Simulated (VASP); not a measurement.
# Re (P6_3/mmc) in VASP: further runs, part 2 of 2

VASP 6.6.1.

## 3. Relaxation of volume and atoms at fixed shape, PBEsol

This run uses another cell than the first one, of 14.71 Å³/atom.

INCAR reads:

```
PREC     = Accurate       # precision mode
ENCUT    = 600            # plane-wave cutoff, eV
EDIFF    = 1E-6           # SCF threshold, eV
ISMEAR   = 0              # smearing method
SIGMA    = 0.05           # smearing width, eV
LREAL    = False          # projectors in reciprocal space
LASPH    = True           # aspherical terms in the spheres
NELM     = 100            # most SCF steps
ALGO     = Normal         # electronic algorithm
ISIF     = 8              # what is computed and relaxed
LWAVE    = False          # write WAVECAR
LCHARG   = False          # write CHGCAR
GGA      = PS             # functional
IBRION   = 2              # ionic algorithm
NSW      = 80             # ionic steps
EDIFFG   = -0.03          # ionic threshold
```

KPOINTS reads:

```
Automatic mesh
0
Gamma
  17 17 9
```

POSCAR reads:

```
Re
1.0
    2.7608000000      0.0000000000      0.0000000000
   -1.3804000000      2.3909229300      0.0000000000
    0.0000000000      0.0000000000      4.4582000000
Re
2
Direct
    0.3333333333      0.6666666667      0.2500000000
    0.6666666667      0.3333333333      0.7500000000
```

Potentials or basis: VASP PAW PBE potentials, release 64 (Re).

The run is started by

```
$ cat potpaw_PBE.64/Re/POTCAR > POTCAR
$ mpirun -np 1 vasp_std > vasp.out
```

OUTCAR:

```text
PREC = Accurate
   ENCUT = 600
   EDIFF = 1E-6
   ISMEAR = 0
   LREAL = False
   LASPH = True
   NELM = 100
   ISIF = 8
   GGA = PS
   IBRION = 2
   NSW = 80
   EDIFFG = -0.03

 ion  position               nearest neighbor table
   1  0.333  0.667  0.250-   2 2.74   2 2.74   2 2.74   2 2.74   2 2.74   2 2.74
   2  0.667  0.333  0.750-   1 2.74   1 2.74   1 2.74   1 2.74   1 2.74   1 2.74

  LATTYP: Found a hexagonal cell.
 ALAT       =     2.7608000000
 C/A-ratio  =     1.6148217908

  Lattice vectors:

 A1 = (   2.7608000000,   0.0000000000,   0.0000000000)
 A2 = (  -1.3804000000,   2.3909229300,   0.0000000000)
 A3 = (   0.0000000000,   0.0000000000,   4.4582000000)

Analysis of symmetry for initial positions (statically):
=====================================================================
 Subroutine PRICEL returns:
 Original cell was already a primitive cell.

 Routine SETGRP: Setting up the symmetry group for a
 hexagonal supercell.

 Subroutine GETGRP returns: Found 24 space group operations
 (whereof 12 operations were pure point group operations)
 out of a pool of 24 trial point group operations.

The static configuration has the point symmetry D_3d.
 The point group associated with its full space group is D_6h.

Analysis of symmetry for dynamics (positions and initial velocities):
=====================================================================
 Subroutine PRICEL returns:
 Original cell was already a primitive cell.

 Routine SETGRP: Setting up the symmetry group for a
 hexagonal supercell.

 Subroutine GETGRP returns: Found 24 space group operations
 (whereof 12 operations were pure point group operations)
 out of a pool of 24 trial point group operations.

The dynamic configuration has the point symmetry D_3d.
 The point group associated with its full space group is D_6h.

 Subroutine INISYM returns: Found 24 space group operations
 (whereof 12 operations are pure point group operations),
 and found     1 'primitive' translations

----------------------------------------------------------------------------------------

                                     Primitive cell

  volume of cell :      29.4280

  direct lattice vectors                    reciprocal lattice vectors
     2.760800000  0.000000000  0.000000000     0.362213851  0.209124265  0.000000000
    -1.380400000  2.390922930  0.000000000     0.000000000  0.418248530  0.000000000
     0.000000000  0.000000000  4.458200000     0.000000000  0.000000000  0.224305774

  length of vectors
     2.760800000  2.760799996  4.458200000     0.418248529  0.418248530  0.224305774

  position of ions in fractional coordinates (direct lattice)
     0.333333333  0.666666667  0.250000000
     0.666666667  0.333333333  0.750000000

  ion indices of the primitive-cell ions
   primitive index   ion index
                 1           1
                 2           2

----------------------------------------------------------------------------------------

 KPOINTS: Automatic mesh

Automatic generation of k-mesh.
 Grid dimensions read from file:
 generate k-points for:   17   17    9

 Generating k-lattice:

[... 52 lines left out ...]
   PREC   = accura    normal or accurate (medium, high low for compatibility)
   ISTART =      0    job   : 0-new  1-cont  2-samecut
   ICHARG =      2    charge: 1-file 2-atom 10-const
   ISPIN  =      1    spin polarized calculation?
   LNONCOLLINEAR =      F non collinear calculations
   LSORBIT =      F    spin-orbit coupling
   LASPH  =      T    aspherical Exc in radial PAW
   ENCUT  =  600.0 eV  44.10 Ry    6.64 a.u.   5.51  5.51  8.90*2*pi/ulx,y,z
   NELM   =    100;   NELMIN=  2; NELMDL= -5     # of ELM steps
   EDIFF  = 0.1E-05   stopping-criterion for ELM
   LREAL  =      F    real-space projection
   EDIFFG = -.3E-01   stopping-criterion for IOM
   NSW    =     80    number of steps for IOM
   IBRION =      2    ionic relax: 0-MD 1-quasi-New 2-CG
   NFREE  =      1    steps in history (QN), initial steepest desc. (CG)
   ISIF   =      8    stress and relaxation
   ISYM   =      2    0-nonsym 1-usesym 2-fastsym
   POTIM  = 0.5000    time-step for ionic-motion
   TEBEG  =    0.0;   TEEND  =   0.0 temperature during run
   PSTRESS=    0.0 pullay stress
   NELECT =      14.0000    total number of electrons
   NUPDOWN=      -1.0000    fix difference up-down
   EMIN   =  10.00;   EMAX   =-10.00  energy-range for DOS
   EFERMI =   0.00;   METHOD = LEGACY
   ISMEAR =     0;   SIGMA  =   0.05  broadening in eV -4-tet -1-fermi 0-gaus
   EFERMI_NEDOS =   21; number of points for ismear=-14 and -15
   IALGO  =     38    algorithm
   IMIX   =      4    mixing-type and parameters
     AMIX     =   0.40;   BMIX     =  1.00
     AMIX_MAG =   1.60;   BMIX_MAG =  1.00
  volume/ion in A,a.u.               =      14.71        99.29
  Fermi-wavevector in a.u.,A,eV,Ry     =   1.278000  2.415070 22.222174  1.633284
  Thomas-Fermi vector in A             =   2.410568
   LORBIT       =      0    0 simple, 1 ext, 2 COOP (PROOUT), +10 PAW based schemes
   GGA     = PS    functional components
   LHFCALC =     F    Hartree Fock is set to
   AEXX    =    0.0000 exact exchange contribution
   IVDW    =     0    specifies the selected vdW correction
   LEPSILON=     F    determine dielectric tensor
   LRPA    =     F    only Hartree local field effects (RPA)
 conjugate gradient relaxation of ions
 non-spin polarized calculation
 Gauss-broadening in eV      SIGMA  =   0.05
  energy-cutoff  :      600.00
  volume of cell :       29.43
 maximum number of plane-waves:      1008
 NGX is ok and might be reduce to    24
   NGX = 11   NGY = 11   NGZ = 17

--------------------------------------- Ionic step        1  -------------------------------------------

 number of electron      14.0000000 magnetization

 Free energy of the ion-electron system (eV)
  ---------------------------------------------------
  ext. energy  EPLUGINS =         0.00000000
  ---------------------------------------------------
  free energy    TOTEN  =       -26.73799735 eV

  energy without entropy =      -26.73608101  energy(sigma->0) =      -26.73703918

------------------------ aborting loop because EDIFF is reached ----------------------------------------

  FORCE on cell =-STRESS in cart. coord.  units (eV):
  Direction    XX          YY          ZZ          XY          YZ          ZX
  --------------------------------------------------------------------------------------
  -------------------------------------------------------------------------------------
  Total       -0.7594509     -0.7594509     -0.7721677      0.0000000     -0.0000000      0.0000000
  in kB      -41.3475902    -41.3475901    -42.0399470      0.0000000     -0.0000000      0.0000000
  external PRESSURE =     -41.5783758 kB  Pullay stress =       0.0000000 kB
[... 59 lines left out ...]
--------------------------------------- Ionic step        3  -------------------------------------------

 number of electron      14.0000000 magnetization

 Free energy of the ion-electron system (eV)
  ---------------------------------------------------
  ext. energy  EPLUGINS =         0.00000000
  ---------------------------------------------------
  free energy    TOTEN  =       -26.74211478 eV

  energy without entropy =      -26.74028965  energy(sigma->0) =      -26.74120222

 E-fermi :   7.8338     XC(G=0): -13.8763

 val. band max:        7.8331477730   @ k =   0.3529   0.1176   0.3333
 cond. band min:       7.8353695053   @ k =   0.3529   0.1765   0.3333
 fundamental gap:      0.0022217323
 Fermi energy:         7.8338306541

 k-point     1 :       0.0000    0.0000    0.0000
  band No.  band energies     occupation
      1      -2.1240      2.00000
      2       1.1277      2.00000
      3       6.2329      2.00000
      4       6.2329      2.00000
      5       6.2374      2.00000
      6       7.0869      2.00000
      7       7.0869      2.00000
      8       8.0335      0.00000
      9       8.0335      0.00000
     10       8.4819      0.00000
     11      11.2660      0.00000
[... 309 lines left out ...]
 k-point    24 :       0.1765    0.1765    0.0000
  band No.  band energies     occupation
      1       1.0569      2.00000
      2       3.3696      2.00000
      3       3.8573      2.00000
      4       3.9162      2.00000
      5       5.8359      2.00000
      6       6.1151      2.00000
      7       7.3536      2.00000
      8       8.3502      0.00000
      9       9.8022      0.00000
     10      10.7674      0.00000
     11      11.7960      0.00000

 [... further k-points ...]

------------------------ aborting loop because EDIFF is reached ----------------------------------------

  FORCE on cell =-STRESS in cart. coord.  units (eV):
  Direction    XX          YY          ZZ          XY          YZ          ZX
  --------------------------------------------------------------------------------------
  -------------------------------------------------------------------------------------
  Total       -0.0123812     -0.0123812     -0.0248389     -0.0000000     -0.0000000      0.0000000
  in kB       -0.6811427     -0.6811427     -1.3664892     -0.0000000     -0.0000000      0.0000000
  external PRESSURE =      -0.9095915 kB  Pullay stress =       0.0000000 kB
[... 17 lines left out ...]
  FREE ENERGIE OF THE ION-ELECTRON SYSTEM (eV)
  ---------------------------------------------------
  free  energy   TOTEN  =       -26.7421147794 eV

  energy  without entropy=      -26.7402896545  energy(sigma->0) =      -26.74120222

 reached required accuracy - stopping structural energy minimisation
```

Run time: 74 s. Hardware: 1 thread of Intel Xeon Platinum 8488C (Sapphire Rapids), shared host; peak memory 0.21 GiB.

Results:

- Free energy: -26.7421 eV
- Relaxed volume: 14.56 Å³/atom
- Relaxed cell: a = 2.751 Å, b = 2.751 Å, c = 4.443 Å, α = 90.00°, β = 90.00°, γ = 120.00°
- Space group after relaxing (to 0.1 Å): P6_3/mmc (No. 194)
- Energy gained by relaxing: 2.1 meV/atom
- Ionic steps: 3
- Pressure after relaxing: -0.1 GPa
- Band gap on the k mesh: zero (bands 7 and 8 overlap by 3.17 eV)

The path:
| step | energy change (eV) | largest force (eV/Å) | pressure (GPa) | volume (Å³) |
| --- | --- | --- | --- | --- |
| 1 | 0.0000 | 0.0000 | -4.16 | 29.43 |
| 2 | 0.0729 | 0.0000 | 20.00 | 27.83 |
| 3 | -0.0041 | 0.0000 | -0.09 | 29.12 |

Final structure:
```
CELL_PARAMETERS angstrom
2.75123 0.00000 0.00000
-1.37562 2.38264 0.00000
0.00000 0.00000 4.44275
ATOMIC_POSITIONS crystal
Re 0.33333 0.66667 0.25000
Re 0.66667 0.33333 0.75000
```

Levels at points of the mesh, in eV from the Fermi level:
```tsv
k point	band 3	band 4	band 5	band 6	band 7	band 8	band 9	band 10	band 11
(0.00, 0.00, 0.00)	-1.60	-1.60	-1.60	-0.75	-0.75	0.20	0.20	0.65	3.43
```

Caveat: the PAW data sets were made with another functional, which shifts forces and pressure a little; spin-orbit coupling is left out, which moves the levels of the heavy elements.
